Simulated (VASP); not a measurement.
Here is a VASP 6.6.1 calculation.

File INCAR:

```
PREC = Accurate ; ENCUT = 600
EDIFF = 1E-7 ; ISMEAR = 0
SIGMA = 0.1 ; LREAL = F
LASPH = T ; NELM = 80
ALGO = Fast ; ISIF = 3
LWAVE = F ; LCHARG = F
GGA = PE ; IBRION = 2
NSW = 100 ; EDIFFG = -0.01
```

File KPOINTS:

```
Automatic mesh
0
Gamma
  12 12 4
```

Contents of POSCAR:

```
TaMo2Au2
1.0
    3.0050742308      0.0000000000      0.0000000000
   -1.5025371154      2.6024706241      0.0000000000
    0.0000000000      0.0000000000     11.2196049268
Ta Mo Au
1 2 2
Direct
    0.0000000000      0.0000000000      0.0000000000
    0.6666666667      0.3333333333      0.4193900312
    0.3333333333      0.6666666667      0.5806099688
    0.6666666667      0.3333333333      0.7921992354
    0.3333333333      0.6666666667      0.2078007646
```

Potentials or basis: VASP PAW PBE potentials, release 64 (Ta_pv, Mo_sv, Au).

Command:

```bash
$ cat potpaw_PBE.64/Ta_pv/POTCAR potpaw_PBE.64/Mo_sv/POTCAR potpaw_PBE.64/Au/POTCAR > POTCAR
$ mpirun -np 1 vasp_std > vasp.out
```

(1) What does it give for the relaxed cell?

(2) Predict the band gap on the k mesh.

Results:

(1) a = 2.990 Å, b = 2.990 Å, c = 11.287 Å, α = 90.00°, β = 90.00°, γ = 120.00°.

(2) zero (an odd number of electrons rules out a gap without spin polarisation).

Caveat: spin-orbit coupling is left out, which moves the levels of the heavy elements.
